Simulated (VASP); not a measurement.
# TiH (Fm-3m) in VASP: a series of runs

Runs on TiH. Level: LDA. Tasks: single point.

Everything below comes from runs of VASP 6.6.1. Logs are shortened: lines on timing, memory, paths and dates and some standing lists are left out, and cuts for length are marked.

**1. The cell of the first run**

Symmetry: Fm-3m, No. 225, cubic system. Conventional cell: a = 3.860 Å, b = 3.860 Å, c = 3.860 Å, α = 90.00°, β = 90.00°, γ = 90.00°. Within 2.6 Å of Ti (site symmetry m-3m) lie 6 H at 1.93 Å. H (site symmetry m-3m) has 6 Ti at 1.93 Å within 2.6 Å.

**2. Single point, LDA**

The input, INCAR:

```
PREC = Accurate ; ENCUT = 520
EDIFF = 1E-6 ; ISMEAR = 1
SIGMA = 0.05 ; LREAL = F
LASPH = T ; NELM = 80
ALGO = Normal ; ISIF = 2
LWAVE = F ; LCHARG = F
GGA = CA ; NBANDS = 14
```

The input, KPOINTS:

```
regular mesh
0
Gamma
  7 7 7
```

The input, POSCAR:

```
TiH
1.0
    0.0000000000      1.9300465919      1.9300465919
    1.9300465919      0.0000000000      1.9300465919
    1.9300465919      1.9300465919      0.0000000000
Ti H
1 1
Direct
    0.0000000000      0.0000000000      0.0000000000
    0.5000000000      0.5000000000      0.5000000000
```

Potentials or basis: VASP PAW LDA potentials, release 64 (Ti_sv, H).

On the command line:

```console
> cat potpaw_LDA.64/Ti_sv/POTCAR potpaw_LDA.64/H/POTCAR > POTCAR
> mpirun -np 1 vasp_std > vasp.out
```

OUTCAR:

```text
PREC = Accurate
   ENCUT = 520
   EDIFF = 1E-6
   ISMEAR = 1
   LREAL = F
   LASPH = T
   NELM = 80
   ISIF = 2
   GGA = CA

 ion  position               nearest neighbor table
   1  0.000  0.000  0.000-
   2  0.500  0.500  0.500-

  LATTYP: Found a face centered cubic cell.
 ALAT       =     3.8600931838

  Lattice vectors:

 A1 = (   0.0000000000,   1.9300465919,   1.9300465919)
 A2 = (   1.9300465919,   0.0000000000,   1.9300465919)
 A3 = (   1.9300465919,   1.9300465919,   0.0000000000)

Analysis of symmetry for initial positions (statically):
=====================================================================
 Subroutine PRICEL returns:
 Original cell was already a primitive cell.

 Routine SETGRP: Setting up the symmetry group for a
 face centered cubic supercell.

 Subroutine GETGRP returns: Found 48 space group operations
 (whereof 48 operations were pure point group operations)
 out of a pool of 48 trial point group operations.

The static configuration has the point symmetry O_h .

Analysis of symmetry for dynamics (positions and initial velocities):
=====================================================================
 Subroutine PRICEL returns:
 Original cell was already a primitive cell.

 Routine SETGRP: Setting up the symmetry group for a
 face centered cubic supercell.

 Subroutine GETGRP returns: Found 48 space group operations
 (whereof 48 operations were pure point group operations)
 out of a pool of 48 trial point group operations.

The dynamic configuration has the point symmetry O_h .

 Subroutine INISYM returns: Found 48 space group operations
 (whereof 48 operations are pure point group operations),
 and found     1 'primitive' translations

----------------------------------------------------------------------------------------

                                     Primitive cell

  volume of cell :      14.3792

  direct lattice vectors                    reciprocal lattice vectors
     0.000000000  1.930046592  1.930046592    -0.259061104  0.259061104  0.259061104
     1.930046592  0.000000000  1.930046592     0.259061104 -0.259061104  0.259061104
     1.930046592  1.930046592  0.000000000     0.259061104  0.259061104 -0.259061104

  length of vectors
     2.729498066  2.729498066  2.729498066     0.448706994  0.448706994  0.448706994

  position of ions in fractional coordinates (direct lattice)
     0.000000000  0.000000000  0.000000000
     0.500000000  0.500000000  0.500000000

  ion indices of the primitive-cell ions
   primitive index   ion index
                 1           1
                 2           2

----------------------------------------------------------------------------------------

 KPOINTS: regular mesh

Automatic generation of k-mesh.
 Grid dimensions read from file:
 generate k-points for:    7    7    7

 Generating k-lattice:

  Cartesian coordinates                     Fractional coordinates (reciprocal lattice)
    -0.037008729  0.037008729  0.037008729     0.142857143  0.000000000  0.000000000
     0.037008729 -0.037008729  0.037008729     0.000000000  0.142857143  0.000000000
     0.037008729  0.037008729 -0.037008729     0.000000000  0.000000000  0.142857143

  Length of vectors
     0.064100999  0.064100999  0.064100999

  Shift w.r.t. Gamma in fractional coordinates (k-lattice)
     0.000000000  0.000000000  0.000000000

 Subroutine IBZKPT returns following result:
 ===========================================

 Found     20 irreducible k-points:

 Following reciprocal coordinates:
            Coordinates               Weight
  0.000000  0.000000  0.000000      1.000000
  0.142857  0.000000  0.000000      8.000000
  0.285714  0.000000  0.000000      8.000000
  0.428571  0.000000  0.000000      8.000000
  0.142857  0.142857  0.000000      6.000000
  0.285714  0.142857  0.000000     24.000000
[... 12 lines left out ...]
 -0.428571  0.428571  0.142857     24.000000
 -0.285714  0.428571  0.142857     24.000000
   k-points           NKPTS =     20   k-points in BZ     NKDIM =     20   number of bands    NBANDS=     14
   number of dos      NEDOS =    301   number of ions     NIONS =      2
   total plane-waves  NPLWV =   8000
   dimension x,y,z NGX =    20 NGY =   20 NGZ =   20
   dimension x,y,z NGXF=    40 NGYF=   40 NGZF=   40
   ions per type =               1   1
   NGX,Y,Z   is equivalent  to a cutoff of  12.18, 12.18, 12.18 a.u.
   NGXF,Y,Z  is equivalent  to a cutoff of  24.36, 24.36, 24.36 a.u.
 SYSTEM =  unknown system
   PREC   = accura    normal or accurate (medium, high low for compatibility)
   ISTART =      0    job   : 0-new  1-cont  2-samecut
   ICHARG =      2    charge: 1-file 2-atom 10-const
   ISPIN  =      1    spin polarized calculation?
   LNONCOLLINEAR =      F non collinear calculations
   LSORBIT =      F    spin-orbit coupling
   LASPH  =      T    aspherical Exc in radial PAW
   ENCUT  =  520.0 eV  38.22 Ry    6.18 a.u.   5.08  5.08  5.08*2*pi/ulx,y,z
   NELM   =     80;   NELMIN=  2; NELMDL= -5     # of ELM steps
   EDIFF  = 0.1E-05   stopping-criterion for ELM
   LREAL  =      F    real-space projection
   EDIFFG = 0.1E-04   stopping-criterion for IOM
   NSW    =      0    number of steps for IOM
   IBRION =     -1    ionic relax: 0-MD 1-quasi-New 2-CG
   NFREE  =      0    steps in history (QN), initial steepest desc. (CG)
   ISIF   =      2    stress and relaxation
   ISYM   =      2    0-nonsym 1-usesym 2-fastsym
   POTIM  = 0.5000    time-step for ionic-motion
   TEBEG  =    0.0;   TEEND  =   0.0 temperature during run
   PSTRESS=    0.0 pullay stress
   NELECT =      13.0000    total number of electrons
   NUPDOWN=      -1.0000    fix difference up-down
   EMIN   =  10.00;   EMAX   =-10.00  energy-range for DOS
   EFERMI =   0.00;   METHOD = LEGACY
   ISMEAR =     1;   SIGMA  =   0.05  broadening in eV -4-tet -1-fermi 0-gaus
   EFERMI_NEDOS =   21; number of points for ismear=-14 and -15
   IALGO  =     38    algorithm
   IMIX   =      4    mixing-type and parameters
     AMIX     =   0.40;   BMIX     =  1.00
     AMIX_MAG =   1.60;   BMIX_MAG =  1.00
  volume/ion in A,a.u.               =       7.19        48.52
  Fermi-wavevector in a.u.,A,eV,Ry     =   1.582990  2.991417 34.094257  2.505857
  Thomas-Fermi vector in A             =   2.682829
   LORBIT       =      0    0 simple, 1 ext, 2 COOP (PROOUT), +10 PAW based schemes
   GGA     = CA    functional components
   LHFCALC =     F    Hartree Fock is set to
   AEXX    =    0.0000 exact exchange contribution
   IVDW    =     0    specifies the selected vdW correction
   LEPSILON=     F    determine dielectric tensor
   LRPA    =     F    only Hartree local field effects (RPA)
 non-spin polarized calculation
 Methfessel and Paxton  Order N= 1 SIGMA  =   0.05
  energy-cutoff  :      520.00
  volume of cell :       14.38
 maximum number of plane-waves:       394
   NGX = 11   NGY = 11   NGZ = 11

 number of electron      12.9999995 magnetization

 Free energy of the ion-electron system (eV)
  ---------------------------------------------------
  ext. energy  EPLUGINS =         0.00000000
  ---------------------------------------------------
  free energy    TOTEN  =       -12.55674760 eV

  energy without entropy =      -12.55505419  energy(sigma->0) =      -12.55618313

 E-fermi :  11.4588     XC(G=0): -13.3982

 val. band max:       11.4526784784   @ k =  -0.4286   0.2857   0.0000
 cond. band min:      11.4630944529   @ k =  -0.4286   0.1429   0.0000
 fundamental gap:      0.0104159746
 Fermi energy:        11.4587720125

 k-point     1 :       0.0000    0.0000    0.0000
  band No.  band energies     occupation
      1     -44.3065      2.00000
      2     -20.2405      2.00000
      3     -20.2405      2.00000
      4     -20.2405      2.00000
      5       0.9910      2.00000
      6      12.1304     -0.00000
      7      12.1304     -0.00000
      8      12.1304     -0.00000
      9      14.1478      0.00000
     10      14.1478      0.00000
     11      24.6861      0.00000
     12      27.3080      0.00000
     13      29.8368      0.00000
     14      29.8368      0.00000

 k-point     2 :       0.1429    0.0000    0.0000
  band No.  band energies     occupation
      1     -44.2520      2.00000
      2     -20.5187      2.00000
      3     -20.2702      2.00000
      4     -20.2702      2.00000
      5       1.7064      2.00000
      6      11.5578     -0.01706
      7      12.3623     -0.00000
      8      12.3623     -0.00000
      9      13.9404      0.00000
     10      13.9404      0.00000
     11      22.2472      0.00000
     12      28.0584      0.00000
     13      30.7883      0.00000
     14      30.7883      0.00000

 k-point     3 :       0.2857    0.0000    0.0000
  band No.  band energies     occupation
      1     -44.1275      2.00000
      2     -21.1163      2.00000
      3     -20.3363      2.00000
      4     -20.3363      2.00000
      5       3.5272      2.00000
      6      10.1413      2.00000
      7      12.1345     -0.00000
      8      12.1345     -0.00000
      9      14.4939      0.00000
     10      14.4939      0.00000
     11      20.1369      0.00000
     12      26.8848      0.00000
     13      32.6648      0.00000
     14      32.6648      0.00000
[... 256 lines left out ...]
 k-point    19 :      -0.4286    0.4286    0.1429
  band No.  band energies     occupation
      1     -43.9322      2.00000
      2     -21.3193      2.00000
      3     -20.8218      2.00000
      4     -20.6818      2.00000
      5       3.9443      2.00000
      6       9.4431      2.00000
      7      11.7931     -0.00000
      8      14.1770      0.00000
      9      15.8704      0.00000
     10      17.6412      0.00000
     11      20.3774      0.00000
     12      22.9488      0.00000
     13      23.8006      0.00000
     14      32.6400      0.00000

 k-point    20 :      -0.2857    0.4286    0.1429
  band No.  band energies     occupation
      1     -43.9231      2.00000
      2     -21.1448      2.00000
      3     -21.0850      2.00000
      4     -20.6594      2.00000
      5       4.4094      2.00000
      6       9.9142      2.00000
      7      11.0074      2.00000
      8      13.3757      0.00000
      9      15.8951      0.00000
     10      18.5003      0.00000
     11      20.6468      0.00000
     12      21.3720      0.00000
     13      24.4723      0.00000
     14      32.2234      0.00000

------------------------ aborting loop because EDIFF is reached ----------------------------------------

  FORCE on cell =-STRESS in cart. coord.  units (eV):
  Direction    XX          YY          ZZ          XY          YZ          ZX
  --------------------------------------------------------------------------------------
  -------------------------------------------------------------------------------------
  Total        3.6013734      3.6013734      3.6013734      0.0000000      0.0000000      0.0000000
  in kB      401.2780068    401.2780068    401.2780068      0.0000000      0.0000000      0.0000000
  external PRESSURE =     401.2780068 kB  Pullay stress =       0.0000000 kB

 VOLUME and BASIS-vectors are now :
 -----------------------------------------------------------------------------
  energy-cutoff  :      520.00
  volume of cell :       14.38
      direct lattice vectors                 reciprocal lattice vectors
     0.000000000  1.930046592  1.930046592    -0.259061104  0.259061104  0.259061104
     1.930046592  0.000000000  1.930046592     0.259061104 -0.259061104  0.259061104
     1.930046592  1.930046592  0.000000000     0.259061104  0.259061104 -0.259061104

 POSITION                                       TOTAL-FORCE (eV/Angst)
 -----------------------------------------------------------------------------------
      0.00000      0.00000      0.00000         0.000000      0.000000      0.000000
      1.93005      1.93005      1.93005        -0.000000      0.000000     -0.000000
 -----------------------------------------------------------------------------------
    total drift:                                0.000000     -0.000000     -0.000000

  FREE ENERGIE OF THE ION-ELECTRON SYSTEM (eV)
  ---------------------------------------------------
  free  energy   TOTEN  =       -12.5567475983 eV

  energy  without entropy=      -12.5550541911  energy(sigma->0) =      -12.55618313
```

Run time: 2.1 s. Hardware: 1 thread of Intel Xeon 6975P-C (Granite Rapids), shared host; peak memory 0.11 GiB.

Results:

```yaml
Free_energy: -12.5567 eV
Pressure: 40.1 GPa
```

Caveat: the k points lie up to 0.40 Å⁻¹ apart.

**3. Single point, LDA**

This run uses another cell than the first one, of 6.75 Å³/atom, 0.939 times its volume.

The input, INCAR:

```
ALGO     = Normal         # electronic algorithm
EDIFF    = 1E-6           # SCF threshold, eV
ENCUT    = 520            # plane-wave cutoff, eV
ISIF     = 2              # what is computed and relaxed
ISMEAR   = 1              # smearing method
LASPH    = True           # aspherical terms in the spheres
LCHARG   = False          # write CHGCAR
LREAL    = False          # projectors in reciprocal space
LWAVE    = False          # write WAVECAR
NBANDS   = 14             # bands
NELM     = 60             # most SCF steps
PREC     = Accurate       # precision mode
SIGMA    = 0.05           # smearing width, eV
```

The input, KPOINTS:

```
k-points
0
Gamma
  7 7 7
```

The input, POSCAR:

```
TiH
1.0
    0.0000000000      1.8899338980      1.8899338980
    1.8899338980      0.0000000000      1.8899338980
    1.8899338980      1.8899338980      0.0000000000
Ti H
1 1
Direct
    0.0000000000      0.0000000000      0.0000000000
    0.5000000000      0.5000000000      0.5000000000
```

Potentials or basis: VASP PAW LDA potentials, release 64 (Ti_sv, H).

On the command line:

```console
> cat potpaw_LDA.64/Ti_sv/POTCAR potpaw_LDA.64/H/POTCAR > POTCAR
> mpirun -np 1 vasp_std > vasp.out
```

It took 2 s on 1 thread of Intel Xeon 6975P-C (Granite Rapids), shared host; peak memory 0.11 GiB.

It converged, with:

* Free energy: -12.2835 eV
* Pressure: 60.0 GPa

Levels at points of the mesh, in eV from the Fermi level:
```csv
k point,band 2,band 3,band 4,band 5,band 6,band 7,band 8,band 9,band 10,band 11
"(0.00, 0.00, 0.00)",-31.54,-31.54,-31.54,-10.74,0.63,0.63,0.63,2.83,2.83,13.93
```

Caveat: the k points lie up to 0.41 Å⁻¹ apart.
